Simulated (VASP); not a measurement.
# Rb2Re (P-3m1) in VASP: single point with PBE

Aim: the single point of Rb2Re with PBE.

Everything below comes from runs of VASP 6.6.1. Logs are shortened: lines on timing, memory, paths and dates and some standing lists are left out, and cuts for length are marked.

## 1. The cell of the first run

Symmetry: P-3m1, No. 164, trigonal system. The conventional cell has a = 3.140 Å, b = 3.140 Å, c = 10.430 Å, α = 90.00°, β = 90.00°, γ = 120.00°. Rb (site symmetry 3m) has 6 Rb at 3.14 Å and 3 Re at 3.40 Å within 4.1 Å. Re (site symmetry -3m) has 6 Re at 3.14 Å and 6 Rb at 3.40 Å within 4.1 Å.

The cell was generated, and may not be a known phase.

## 2. Single point, PBE

Input file INCAR:

```
SYSTEM = Rb2Re
ALGO = Normal ; EDIFF = 1E-6
ENCUT = 560 ; GGA = PE
GGA_COMPAT = .False. ; ISIF = 2
ISMEAR = 0 ; LASPH = .True.
LCHARG = .True. ; LELF = .True.
LREAL = .False. ; LVHAR = .True.
LWAVE = .False. ; NBANDS = 24
NELM = 120 ; PREC = Accurate
SIGMA = 0.1
```

Input file KPOINTS:

```
k-points
0
Gamma
  18 18 6
  0 0 0
```

Input file POSCAR:

```
Rb2Re
1.0
    3.1400742196      0.0000000000      0.0000000000
   -1.5700371098      2.7193840439      0.0000000000
    0.0000000000      0.0000000000     10.4302718384
Rb Re
2 1
Direct
    0.3333333333      0.6666666667      0.7243895884
    0.6666666667      0.3333333333      0.2756104116
    0.0000000000      0.0000000000      0.0000000000
```

Potentials or basis: VASP PAW PBE potentials, release 64 (Rb_sv, Re_sv_GW).

On the command line:

```
$ cat potpaw_PBE.64/Rb_sv/POTCAR potpaw_PBE.64/Re_sv_GW/POTCAR > POTCAR
$ mpirun -np 1 vasp_std > vasp.out
```

OUTCAR:

```text
SYSTEM = Rb2Re
   EDIFF = 1E-6
   ENCUT = 560
   GGA = PE
   ISIF = 2
   ISMEAR = 0
   LASPH = .True.
   LREAL = .False.
   NELM = 120
   PREC = Accurate

 ion  position               nearest neighbor table
   1  0.333  0.667  0.724-   3 3.40   3 3.40   3 3.40   2 5.02   2 5.02   2 5.02
   2  0.667  0.333  0.276-   3 3.40   3 3.40   3 3.40   1 5.02   1 5.02   1 5.02
   3  0.000  0.000  0.000-   1 3.40   2 3.40   1 3.40   2 3.40   2 3.40   1 3.40

  LATTYP: Found a hexagonal cell.
 ALAT       =     3.1400742196
 C/A-ratio  =     3.3216641101

  Lattice vectors:

 A1 = (   3.1400742196,   0.0000000000,   0.0000000000)
 A2 = (  -1.5700371098,   2.7193840439,   0.0000000000)
 A3 = (   0.0000000000,   0.0000000000,  10.4302718384)

Analysis of symmetry for initial positions (statically):
=====================================================================
 Subroutine PRICEL returns:
 Original cell was already a primitive cell.

 Routine SETGRP: Setting up the symmetry group for a
 hexagonal supercell.

 Subroutine GETGRP returns: Found 12 space group operations
 (whereof 12 operations were pure point group operations)
 out of a pool of 24 trial point group operations.

The static configuration has the point symmetry D_3d.

Analysis of symmetry for dynamics (positions and initial velocities):
=====================================================================
 Subroutine PRICEL returns:
 Original cell was already a primitive cell.

 Routine SETGRP: Setting up the symmetry group for a
 hexagonal supercell.

 Subroutine GETGRP returns: Found 12 space group operations
 (whereof 12 operations were pure point group operations)
 out of a pool of 24 trial point group operations.

The dynamic configuration has the point symmetry D_3d.

 Subroutine INISYM returns: Found 12 space group operations
 (whereof 12 operations are pure point group operations),
 and found     1 'primitive' translations

----------------------------------------------------------------------------------------

                                     Primitive cell

  volume of cell :      89.0648

  direct lattice vectors                    reciprocal lattice vectors
     3.140074220  0.000000000  0.000000000     0.318463810  0.183865166  0.000000000
    -1.570037110  2.719384044  0.000000000     0.000000000  0.367730333  0.000000000
     0.000000000  0.000000000 10.430271838     0.000000000  0.000000000  0.095874778

  length of vectors
     3.140074220  3.140074220 10.430271838     0.367730333  0.367730333  0.095874778

  position of ions in fractional coordinates (direct lattice)
     0.333333333  0.666666667  0.724389588
     0.666666667  0.333333333  0.275610412
     0.000000000  0.000000000  0.000000000

  ion indices of the primitive-cell ions
   primitive index   ion index
                 1           1
                 2           2
                 3           3

----------------------------------------------------------------------------------------

 KPOINTS: k-points

Automatic generation of k-mesh.
 Grid dimensions read from file:
 generate k-points for:   18   18    6

 Generating k-lattice:

  Cartesian coordinates                     Fractional coordinates (reciprocal lattice)
     0.017692434  0.010214731  0.000000000     0.055555556  0.000000000  0.000000000
     0.000000000  0.020429463  0.000000000     0.000000000  0.055555556  0.000000000
     0.000000000  0.000000000  0.015979130     0.000000000  0.000000000  0.166666667

  Length of vectors
     0.020429463  0.020429463  0.015979130

  Shift w.r.t. Gamma in fractional coordinates (k-lattice)
     0.000000000  0.000000000  0.000000000

 Subroutine IBZKPT returns following result:
 ===========================================

 Found    202 irreducible k-points:

 Following reciprocal coordinates:
            Coordinates               Weight
  0.000000  0.000000  0.000000      1.000000
  0.055556 -0.000000  0.000000      6.000000
  0.111111 -0.000000  0.000000      6.000000
  0.166667  0.000000  0.000000      6.000000
  0.222222  0.000000  0.000000      6.000000
  0.277778  0.000000  0.000000      6.000000
[... 16 lines left out ...]
  0.333333  0.111111  0.000000     12.000000
  0.388889  0.111111  0.000000     12.000000
 [... further k-points ...]
   k-points           NKPTS =    202   k-points in BZ     NKDIM =    202   number of bands    NBANDS=     24
   number of dos      NEDOS =    301   number of ions     NIONS =      3
   total plane-waves  NPLWV =  48384
   dimension x,y,z NGX =    24 NGY =   24 NGZ =   84
   dimension x,y,z NGXF=    48 NGYF=   48 NGZF=  168
   ions per type =               2   1
   NGX,Y,Z   is equivalent  to a cutoff of  12.71, 12.71, 13.39 a.u.
   NGXF,Y,Z  is equivalent  to a cutoff of  25.41, 25.41, 26.78 a.u.
 SYSTEM =  Rb2Re
   PREC   = accura    normal or accurate (medium, high low for compatibility)
   ISTART =      0    job   : 0-new  1-cont  2-samecut
   ICHARG =      2    charge: 1-file 2-atom 10-const
   ISPIN  =      1    spin polarized calculation?
   LNONCOLLINEAR =      F non collinear calculations
   LSORBIT =      F    spin-orbit coupling
   LASPH  =      T    aspherical Exc in radial PAW
   ENCUT  =  560.0 eV  41.16 Ry    6.42 a.u.   6.06  6.06 20.13*2*pi/ulx,y,z
   NELM   =    120;   NELMIN=  2; NELMDL= -5     # of ELM steps
   EDIFF  = 0.1E-05   stopping-criterion for ELM
   LREAL  =      F    real-space projection
   EDIFFG = 0.1E-04   stopping-criterion for IOM
   NSW    =      0    number of steps for IOM
   IBRION =     -1    ionic relax: 0-MD 1-quasi-New 2-CG
   NFREE  =      0    steps in history (QN), initial steepest desc. (CG)
   ISIF   =      2    stress and relaxation
   ISYM   =      2    0-nonsym 1-usesym 2-fastsym
   POTIM  = 0.5000    time-step for ionic-motion
   TEBEG  =    0.0;   TEEND  =   0.0 temperature during run
   PSTRESS=    0.0 pullay stress
   NELECT =      33.0000    total number of electrons
   NUPDOWN=      -1.0000    fix difference up-down
   EMIN   =  10.00;   EMAX   =-10.00  energy-range for DOS
   EFERMI =   0.00;   METHOD = LEGACY
   ISMEAR =     0;   SIGMA  =   0.10  broadening in eV -4-tet -1-fermi 0-gaus
   EFERMI_NEDOS =   21; number of points for ismear=-14 and -15
   IALGO  =     38    algorithm
   IMIX   =      4    mixing-type and parameters
     AMIX     =   0.40;   BMIX     =  1.00
     AMIX_MAG =   1.60;   BMIX_MAG =  1.00
  volume/ion in A,a.u.               =      29.69       200.35
  Fermi-wavevector in a.u.,A,eV,Ry     =   1.175829  2.221994 18.811055  1.382574
  Thomas-Fermi vector in A             =   2.312203
   LORBIT       =      0    0 simple, 1 ext, 2 COOP (PROOUT), +10 PAW based schemes
   GGA     = PE    functional components
   LHFCALC =     F    Hartree Fock is set to
   AEXX    =    0.0000 exact exchange contribution
   IVDW    =     0    specifies the selected vdW correction
   LEPSILON=     F    determine dielectric tensor
   LRPA    =     F    only Hartree local field effects (RPA)
 non-spin polarized calculation
 Gauss-broadening in eV      SIGMA  =   0.10
  energy-cutoff  :      560.00
  volume of cell :       89.06
 maximum number of plane-waves:      2721
   NGX = 13   NGY = 13   NGZ = 41

 number of electron      32.9999999 magnetization

 Free energy of the ion-electron system (eV)
  ---------------------------------------------------
  ext. energy  EPLUGINS =         0.00000000
  ---------------------------------------------------
  free energy    TOTEN  =       -10.41484478 eV

  energy without entropy =      -10.39604008  energy(sigma->0) =      -10.40544243

 E-fermi :   4.2381     XC(G=0):  -9.3228

 val. band max:        4.2365180039   @ k =   0.2222   0.1667   0.0000
 cond. band min:       4.2381914037   @ k =   0.2222   0.0556   0.3333
 fundamental gap:      0.0016733998
 Fermi energy:         4.2380824580

 k-point     1 :       0.0000    0.0000    0.0000
  band No.  band energies     occupation
      1     -75.5466      2.00000
      2     -37.2310      2.00000
      3     -37.1918      2.00000
      4     -37.1918      2.00000
      5     -25.4203      2.00000
      6     -25.4162      2.00000
[... 16 lines left out ...]
     23       9.4561      0.00000
     24       9.4564      0.00000

 k-point     2 :       0.0556   -0.0000    0.0000
  band No.  band energies     occupation
      1     -75.5462      2.00000
      2     -37.2301      2.00000
      3     -37.1985      2.00000
      4     -37.1934      2.00000
      5     -25.4023      2.00000
      6     -25.3982      2.00000
[... 16 lines left out ...]
     23       9.2431      0.00000
     24       9.3727      0.00000

 k-point     3 :       0.1111   -0.0000    0.0000
  band No.  band energies     occupation
      1     -75.5454      2.00000
      2     -37.2277      2.00000
      3     -37.2184      2.00000
      4     -37.1984      2.00000
      5     -25.3497      2.00000
      6     -25.3458      2.00000
[... 16 lines left out ...]
     23       8.7626      0.00000
     24       8.9174      0.00000

 k-point     4 :       0.1667    0.0000    0.0000
  band No.  band energies     occupation
      1     -75.5439      2.00000
      2     -37.2484      2.00000
      3     -37.2239      2.00000
      4     -37.2058      2.00000
      5     -25.2675      2.00000
      6     -25.2641      2.00000
[... 16 lines left out ...]
     23       8.3270      0.00000
     24       8.6106      0.00000

 k-point     5 :       0.2222    0.0000    0.0000
  band No.  band energies     occupation
      1     -75.5420      2.00000
      2     -37.2849      2.00000
      3     -37.2191      2.00000
      4     -37.2150      2.00000
      5     -25.1640      2.00000
      6     -25.1610      2.00000
[... 451 lines left out ...]
 k-point    22 :       0.2778    0.1111    0.0000
  band No.  band energies     occupation
      1     -75.5376      2.00000
      2     -37.3586      2.00000
      3     -37.2465      2.00000
      4     -37.2081      2.00000
      5     -24.9100      2.00000
      6     -24.9085      2.00000
[... 16 lines left out ...]
     23       8.4634      0.00000
     24       9.7740      0.00000

 k-point    23 :       0.3333    0.1111    0.0000
  band No.  band energies     occupation
      1     -75.5363      2.00000
      2     -37.3841      2.00000
      3     -37.2558      2.00000
      4     -37.2046      2.00000
      5     -24.8221      2.00000
      6     -24.8211      2.00000
[... 16 lines left out ...]
     23       8.7116      0.00000
     24       9.8303      0.00000

 k-point    24 :       0.3889    0.1111    0.0000
  band No.  band energies     occupation
      1     -75.5354      2.00000
      2     -37.4006      2.00000
      3     -37.2618      2.00000
      4     -37.2023      2.00000
      5     -24.7633      2.00000
      6     -24.7628      2.00000
[... 16 lines left out ...]
     23       8.6069      0.00000
     24       9.2260      0.00000

 [... further k-points ...]

------------------------ aborting loop because EDIFF is reached ----------------------------------------

  FORCE on cell =-STRESS in cart. coord.  units (eV):
  Direction    XX          YY          ZZ          XY          YZ          ZX
  --------------------------------------------------------------------------------------
  -------------------------------------------------------------------------------------
  Total       -0.0117346     -0.0117346     -0.0660649      0.0000000     -0.0000000      0.0000000
  in kB       -0.2110930     -0.2110930     -1.1884339      0.0000000     -0.0000000      0.0000000
  external PRESSURE =      -0.5368733 kB  Pullay stress =       0.0000000 kB

 VOLUME and BASIS-vectors are now :
 -----------------------------------------------------------------------------
  energy-cutoff  :      560.00
  volume of cell :       89.06
      direct lattice vectors                 reciprocal lattice vectors
     3.140074220  0.000000000  0.000000000     0.318463810  0.183865166  0.000000000
    -1.570037110  2.719384044  0.000000000     0.000000000  0.367730333  0.000000000
     0.000000000  0.000000000 10.430271838     0.000000000  0.000000000  0.095874778

 POSITION                                       TOTAL-FORCE (eV/Angst)
 -----------------------------------------------------------------------------------
     -0.00000      1.81292      7.55558         0.000000      0.000000     -0.010683
      1.57004      0.90646      2.87469         0.000000     -0.000000      0.010683
      0.00000      0.00000      0.00000        -0.000000      0.000000      0.000000
 -----------------------------------------------------------------------------------
    total drift:                                0.000000      0.000000     -0.000000

  FREE ENERGIE OF THE ION-ELECTRON SYSTEM (eV)
  ---------------------------------------------------
  free  energy   TOTEN  =       -10.4148447826 eV

  energy  without entropy=      -10.3960400802  energy(sigma->0) =      -10.40544243
```

It took 6.4 min on 1 thread of Intel Xeon Platinum 8259CL at 2.50GHz (Skylake/Cascade Lake), shared host; peak memory 0.57 GiB.

What came out:

| Item | Value |
| --- | --- |
| Free energy | -10.4148 eV |
| Pressure | -0.1 GPa |
| Largest force | 0.011 eV/Å |
| Band gap on the k mesh | zero (an odd number of electrons rules out a gap without spin polarisation) |

Forces in eV/Å, atoms in the order of the input:
```
Rb   0.000  0.000 -0.011
Rb   0.000  0.000  0.011
Re   0.000  0.000  0.000
```

Stress tensor (GPa, compression positive):
```
-0.02  0.00  0.00
 0.00 -0.02  0.00
 0.00  0.00 -0.12
```

Caveat: spin-orbit coupling is left out, which moves the levels of the heavy elements.
